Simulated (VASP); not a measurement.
# Tl (P6_3/mmc) in VASP: a series of runs

The runs below take Tl through single point, with PBE+D3(BJ).

Program: VASP 6.6.1. These are calculated values, not measurements. Logs are shortened: lines on timing, memory, paths and dates and some standing lists are left out, and cuts for length are marked.

## Step 1: The cell of the first run

It takes space group P6_3/mmc (No. 194, hexagonal). Conventional cell: a = 3.524 Å, b = 3.524 Å, c = 11.573 Å, α = 90.00°, β = 90.00°, γ = 120.00°. Within 4.6 Å of Tl (site symmetry -3m) lie 12 Tl at 3.52 to 3.54 Å. Within 4.6 Å of Tl (site symmetry -6m2) lie 12 Tl at 3.52 to 3.54 Å.

## Step 2: Single point, PBE+D3(BJ) (31.12 Å³/atom)

Contents of INCAR:

```
  ALGO = Fast
  EDIFF = 1E-7
  ENCUT = 520
  GGA = PE
  ISIF = 2
  ISMEAR = 0
  IVDW = 12
  LASPH = T
  LCHARG = F
  LREAL = F
  LWAVE = F
  NBANDS = 34
  NELM = 100
  PREC = Accurate
  SIGMA = 0.1
```

Contents of KPOINTS:

```
k-points
0
Gamma
  15 15 4
```

Contents of POSCAR:

```
Tl
1.0
    3.5240946658      0.0000000000      0.0000000000
   -1.7620473329      3.0519555059      0.0000000000
    0.0000000000      0.0000000000     11.5725876112
Tl
4
Direct
    0.0000000000      0.0000000000      0.0000000000
    0.3333333333      0.6666666667      0.2500000000
    0.0000000000      0.0000000000      0.5000000000
    0.6666666667      0.3333333333      0.7500000000
```

Potentials or basis: VASP PAW PBE potentials, release 64 (Tl_d).

The run is started by

```console
$ cat potpaw_PBE.64/Tl_d/POTCAR > POTCAR
$ mpirun -np 1 vasp_std > vasp.out
```

OUTCAR:

```text
EDIFF = 1E-7
   ENCUT = 520
   GGA = PE
   ISIF = 2
   ISMEAR = 0
   IVDW = 12
   LASPH = T
   LREAL = F
   NELM = 100
   PREC = Accurate
 IVDW          = 12

 ion  position               nearest neighbor table
   1  0.000  0.000  0.000-   2 3.54   4 3.54   2 3.54   4 3.54   4 3.54   2 3.54
   2  0.333  0.667  0.250-   1 3.54   3 3.54   1 3.54   3 3.54   1 3.54   3 3.54
   3  0.000  0.000  0.500-   2 3.54   4 3.54   2 3.54   4 3.54   4 3.54   2 3.54
   4  0.667  0.333  0.750-   1 3.54   3 3.54   1 3.54   3 3.54   1 3.54   3 3.54

  LATTYP: Found a hexagonal cell.
 ALAT       =     3.5240946658
 C/A-ratio  =     3.2838469759

  Lattice vectors:

 A1 = (   3.5240946658,   0.0000000000,   0.0000000000)
 A2 = (  -1.7620473329,   3.0519555059,   0.0000000000)
 A3 = (   0.0000000000,   0.0000000000,  11.5725876112)

Analysis of symmetry for initial positions (statically):
=====================================================================
 Subroutine PRICEL returns:
 Original cell was already a primitive cell.

 Routine SETGRP: Setting up the symmetry group for a
 hexagonal supercell.

 Subroutine GETGRP returns: Found 24 space group operations
 (whereof 12 operations were pure point group operations)
 out of a pool of 24 trial point group operations.

The static configuration has the point symmetry D_3d.
 The point group associated with its full space group is D_6h.

Analysis of symmetry for dynamics (positions and initial velocities):
=====================================================================
 Subroutine PRICEL returns:
 Original cell was already a primitive cell.

 Routine SETGRP: Setting up the symmetry group for a
 hexagonal supercell.

 Subroutine GETGRP returns: Found 24 space group operations
 (whereof 12 operations were pure point group operations)
 out of a pool of 24 trial point group operations.

The dynamic configuration has the point symmetry D_3d.
 The point group associated with its full space group is D_6h.

 Subroutine INISYM returns: Found 24 space group operations
 (whereof 12 operations are pure point group operations),
 and found     1 'primitive' translations

----------------------------------------------------------------------------------------

                                     Primitive cell

  volume of cell :     124.4676

  direct lattice vectors                    reciprocal lattice vectors
     3.524094666  0.000000000  0.000000000     0.283760822  0.163829387  0.000000000
    -1.762047333  3.051955506  0.000000000     0.000000000  0.327658774  0.000000000
     0.000000000  0.000000000 11.572587611     0.000000000  0.000000000  0.086411098

  length of vectors
     3.524094666  3.524094666 11.572587611     0.327658774  0.327658774  0.086411098

  position of ions in fractional coordinates (direct lattice)
     0.000000000  0.000000000  0.000000000
     0.333333333  0.666666667  0.250000000
     0.000000000  0.000000000  0.500000000
     0.666666667  0.333333333  0.750000000

  ion indices of the primitive-cell ions
   primitive index   ion index
                 1           1
                 2           2
                 3           3
                 4           4

----------------------------------------------------------------------------------------

 KPOINTS: k-points

Automatic generation of k-mesh.
 Grid dimensions read from file:
 generate k-points for:   15   15    4

 Generating k-lattice:

  Cartesian coordinates                     Fractional coordinates (reciprocal lattice)
     0.018917388  0.010921959  0.000000000     0.066666667 -0.000000000  0.000000000
     0.000000000  0.021843918  0.000000000     0.000000000  0.066666667  0.000000000
     0.000000000  0.000000000  0.021602774     0.000000000  0.000000000  0.250000000

  Length of vectors
     0.021843918  0.021843918  0.021602774

  Shift w.r.t. Gamma in fractional coordinates (k-lattice)
     0.000000000  0.000000000  0.000000000

 Subroutine IBZKPT returns following result:
 ===========================================

 Found     81 irreducible k-points:

 Following reciprocal coordinates:
            Coordinates               Weight
  0.000000  0.000000  0.000000      1.000000
  0.066667 -0.000000  0.000000      6.000000
  0.133333  0.000000  0.000000      6.000000
  0.200000  0.000000  0.000000      6.000000
  0.266667  0.000000  0.000000      6.000000
  0.333333 -0.000000  0.000000      6.000000
[... 16 lines left out ...]
  0.333333  0.200000  0.000000     12.000000
  0.400000  0.200000  0.000000      6.000000
 [... further k-points ...]
   k-points           NKPTS =     81   k-points in BZ     NKDIM =     81   number of bands    NBANDS=     34
   number of dos      NEDOS =    301   number of ions     NIONS =      4
   total plane-waves  NPLWV =  70560
   dimension x,y,z NGX =    28 NGY =   28 NGZ =   90
   dimension x,y,z NGXF=    56 NGYF=   56 NGZF=  180
   ions per type =               4
   NGX,Y,Z   is equivalent  to a cutoff of  13.21, 13.21, 12.93 a.u.
   NGXF,Y,Z  is equivalent  to a cutoff of  26.42, 26.42, 25.86 a.u.
 SYSTEM =  unknown system
   PREC   = accura    normal or accurate (medium, high low for compatibility)
   ISTART =      0    job   : 0-new  1-cont  2-samecut
   ICHARG =      2    charge: 1-file 2-atom 10-const
   ISPIN  =      1    spin polarized calculation?
   LNONCOLLINEAR =      F non collinear calculations
   LSORBIT =      F    spin-orbit coupling
   LASPH  =      T    aspherical Exc in radial PAW
   ENCUT  =  520.0 eV  38.22 Ry    6.18 a.u.   6.55  6.55 21.52*2*pi/ulx,y,z
   NELM   =    100;   NELMIN=  2; NELMDL= -5     # of ELM steps
   EDIFF  = 0.1E-06   stopping-criterion for ELM
   LREAL  =      F    real-space projection
   EDIFFG = 0.1E-05   stopping-criterion for IOM
   NSW    =      0    number of steps for IOM
   IBRION =     -1    ionic relax: 0-MD 1-quasi-New 2-CG
   NFREE  =      0    steps in history (QN), initial steepest desc. (CG)
   ISIF   =      2    stress and relaxation
   ISYM   =      2    0-nonsym 1-usesym 2-fastsym
   POTIM  = 0.5000    time-step for ionic-motion
   TEBEG  =    0.0;   TEEND  =   0.0 temperature during run
   PSTRESS=    0.0 pullay stress
   NELECT =      52.0000    total number of electrons
   NUPDOWN=      -1.0000    fix difference up-down
   EMIN   =  10.00;   EMAX   =-10.00  energy-range for DOS
   EFERMI =   0.00;   METHOD = LEGACY
   ISMEAR =     0;   SIGMA  =   0.10  broadening in eV -4-tet -1-fermi 0-gaus
   EFERMI_NEDOS =   21; number of points for ismear=-14 and -15
   IALGO  =     68    algorithm
   IMIX   =      4    mixing-type and parameters
     AMIX     =   0.40;   BMIX     =  1.00
     AMIX_MAG =   1.60;   BMIX_MAG =  1.00
  volume/ion in A,a.u.               =      31.12       209.99
  Fermi-wavevector in a.u.,A,eV,Ry     =   1.223838  2.312718 20.378520  1.497779
  Thomas-Fermi vector in A             =   2.358934
   LORBIT       =      0    0 simple, 1 ext, 2 COOP (PROOUT), +10 PAW based schemes
   GGA     = PE    functional components
   LHFCALC =     F    Hartree Fock is set to
   AEXX    =    0.0000 exact exchange contribution
   IVDW    =    12    specifies the selected vdW correction
   LEPSILON=     F    determine dielectric tensor
   LRPA    =     F    only Hartree local field effects (RPA)
 non-spin polarized calculation
 RMM-DIIS sequential band-by-band and
 Gauss-broadening in eV      SIGMA  =   0.10
  energy-cutoff  :      520.00
  volume of cell :      124.47
 maximum number of plane-waves:      3415
 NGX is ok and might be reduce to    28
   NGX = 13   NGY = 13   NGZ = 43

 number of electron      51.9999994 magnetization

 Free energy of the ion-electron system (eV)
  ---------------------------------------------------
  ext. energy  EPLUGINS =         0.00000000
  ---------------------------------------------------
  free energy    TOTEN  =        -8.84365568 eV

  energy without entropy =       -8.83512161  energy(sigma->0) =       -8.83938864

 E-fermi :   5.7149     XC(G=0):  -9.7761

 val. band max:        5.7000449818   @ k =   0.2000   0.0000   0.5000
 cond. band min:       5.7225598336   @ k =   0.2667   0.1333   0.0000
 fundamental gap:      0.0225148518
 Fermi energy:         5.7148981371

 k-point     1 :       0.0000    0.0000    0.0000
  band No.  band energies     occupation
      1      -5.9306      2.00000
      2      -5.8523      2.00000
      3      -5.8384      2.00000
      4      -5.7931      2.00000
      5      -5.7886      2.00000
      6      -5.7886      2.00000
[... 26 lines left out ...]
     33      14.3172      0.00000
     34      15.2863      0.00000

 k-point     2 :       0.0667   -0.0000    0.0000
  band No.  band energies     occupation
      1      -5.9168      2.00000
      2      -5.8435      2.00000
      3      -5.8368      2.00000
      4      -5.7920      2.00000
      5      -5.7886      2.00000
      6      -5.7790      2.00000
[... 26 lines left out ...]
     33      14.0870      0.00000
     34      14.6461      0.00000

 k-point     3 :       0.1333    0.0000    0.0000
  band No.  band energies     occupation
      1      -5.8949      2.00000
      2      -5.8420      2.00000
      3      -5.8384      2.00000
      4      -5.7888      2.00000
      5      -5.7855      2.00000
      6      -5.7746      2.00000
[... 26 lines left out ...]
     33      13.5114      0.00000
     34      13.5279      0.00000

 k-point     4 :       0.2000    0.0000    0.0000
  band No.  band energies     occupation
      1      -5.9143      2.00000
      2      -5.8594      2.00000
      3      -5.8565      2.00000
      4      -5.7881      2.00000
      5      -5.7857      2.00000
      6      -5.7403      2.00000
[... 26 lines left out ...]
     33      12.8458      0.00000
     34      12.8631      0.00000

 k-point     5 :       0.2667    0.0000    0.0000
  band No.  band energies     occupation
      1      -5.9571      2.00000
      2      -5.8894      2.00000
      3      -5.8848      2.00000
      4      -5.8299      2.00000
      5      -5.8188      2.00000
      6      -5.7514      2.00000
[... 621 lines left out ...]
 k-point    22 :       0.2667    0.2000    0.0000
  band No.  band energies     occupation
      1      -5.9147      2.00000
      2      -5.9064      2.00000
      3      -5.8461      2.00000
      4      -5.8336      2.00000
      5      -5.7931      2.00000
      6      -5.7872      2.00000
[... 26 lines left out ...]
     33      10.5524      0.00000
     34      10.5662      0.00000

 k-point    23 :       0.3333    0.2000    0.0000
  band No.  band energies     occupation
      1      -5.9283      2.00000
      2      -5.9239      2.00000
      3      -5.8533      2.00000
      4      -5.8437      2.00000
      5      -5.8014      2.00000
      6      -5.7841      2.00000
[... 26 lines left out ...]
     33       9.9422      0.00000
     34      10.2503      0.00000

 k-point    24 :       0.4000    0.2000    0.0000
  band No.  band energies     occupation
      1      -5.9372      2.00000
      2      -5.9275      2.00000
      3      -5.8546      2.00000
      4      -5.8410      2.00000
      5      -5.8155      2.00000
      6      -5.7907      2.00000
[... 26 lines left out ...]
     33       9.4243      0.00000
     34      10.1505      0.00000

 [... further k-points ...]

------------------------ aborting loop because EDIFF is reached ----------------------------------------

 Edisp (eV)   -1.25631

 E8    (eV) :    -0.6566

  FORCE on cell =-STRESS in cart. coord.  units (eV):
  Direction    XX          YY          ZZ          XY          YZ          ZX
  --------------------------------------------------------------------------------------
  -------------------------------------------------------------------------------------
  Total      -1.31844    -1.31844    -1.33496     0.00000    -0.00000     0.00000
  in kB     -16.97134   -16.97134   -17.18398     0.00000    -0.00000     0.00000
  external pressure =      -17.04 kB  Pullay stress =        0.00 kB

 VOLUME and BASIS-vectors are now :
 -----------------------------------------------------------------------------
  energy-cutoff  :      520.00
  volume of cell :      124.47
      direct lattice vectors                 reciprocal lattice vectors
     3.524094666  0.000000000  0.000000000     0.283760822  0.163829387  0.000000000
    -1.762047333  3.051955506  0.000000000     0.000000000  0.327658774  0.000000000
     0.000000000  0.000000000 11.572587611     0.000000000  0.000000000  0.086411098

 POSITION                                       TOTAL-FORCE (eV/Angst)
 -----------------------------------------------------------------------------------
      0.00000      0.00000      0.00000        -0.000000     -0.000000      0.000000
     -0.00000      2.03464      2.89315        -0.000000      0.000000     -0.000000
      0.00000      0.00000      5.78629        -0.000000     -0.000000      0.000000
      1.76205      1.01732      8.67944         0.000000     -0.000000     -0.000000
 -----------------------------------------------------------------------------------
    total drift:                                0.000000     -0.000000      0.000000

  FREE ENERGIE OF THE ION-ELECTRON SYSTEM (eV)
  ---------------------------------------------------
  free  energy   TOTEN  =       -10.0999704031 eV

  energy  without entropy=      -10.0914363390  energy(sigma->0) =      -10.09570337
```

It took 4.1 min on 1 thread of Intel Xeon Platinum 8488C (Sapphire Rapids), shared host; peak memory 0.41 GiB.

What came out:

| Item | Value |
| --- | --- |
| Free energy | -10.1000 eV |
| Pressure | -1.7 GPa |
| Band gap on the k mesh | zero (bands 26 and 27 overlap by 3.84 eV) |
| Dispersion energy per atom | -0.314 eV |

Caveat: spin-orbit coupling is left out, which moves the levels of the heavy elements.

## Step 3: Single point, PBE+D3(BJ) (32.29 Å³/atom)

This run uses another cell than the first one, of 32.29 Å³/atom.

Contents of INCAR:

```
PREC = Accurate
ENCUT = 520
EDIFF = 1E-6
ISMEAR = 0
SIGMA = 0.1
LREAL = F
LASPH = T
NELM = 100
ALGO = Fast
ISIF = 2
LWAVE = F
LCHARG = F
GGA = PE
IVDW = 12
NBANDS = 34
```

Contents of KPOINTS:

```
Automatic mesh
0
Gamma
  15 15 4
```

Contents of POSCAR:

```
Tl
1.0
    3.5678767160      0.0000000000      0.0000000000
   -1.7839383580      3.0898718736      0.0000000000
    0.0000000000      0.0000000000     11.7163611644
Tl
4
Direct
    0.0000000000      0.0000000000      0.0000000000
    0.3333333333      0.6666666667      0.2500000000
    0.0000000000      0.0000000000      0.5000000000
    0.6666666667      0.3333333333      0.7500000000
```

Potentials or basis: VASP PAW PBE potentials, release 64 (Tl_d).

The run is started by

```console
$ cat potpaw_PBE.64/Tl_d/POTCAR > POTCAR
$ mpirun -np 1 vasp_std > vasp.out
```

Wall time 4.2 min (1 thread of Intel Xeon Platinum 8488C (Sapphire Rapids), shared host); peak memory 0.42 GiB.

Results (log left out):

* Free energy: -10.0407 eV
* Pressure: -2.5 GPa
* Band gap on the k mesh: zero (bands 26 and 27 overlap by 3.65 eV)
* Dispersion energy per atom: -0.302 eV

Levels at points of the mesh, in eV from the Fermi level:
```tsv
k point	band 22	band 23	band 24	band 25	band 26	band 27	band 28	band 29	band 30	band 31
(0.00, 0.00, 0.00)	-8.07	-8.05	-5.39	-2.44	2.63	2.64	7.49	7.49	8.31	8.31
(0.00, 0.00, 0.50)	-8.97	-6.60	-6.60	-0.63	-0.63	6.40	6.40	7.72	7.72	7.72
```

Caveat: spin-orbit coupling is left out, which moves the levels of the heavy elements.
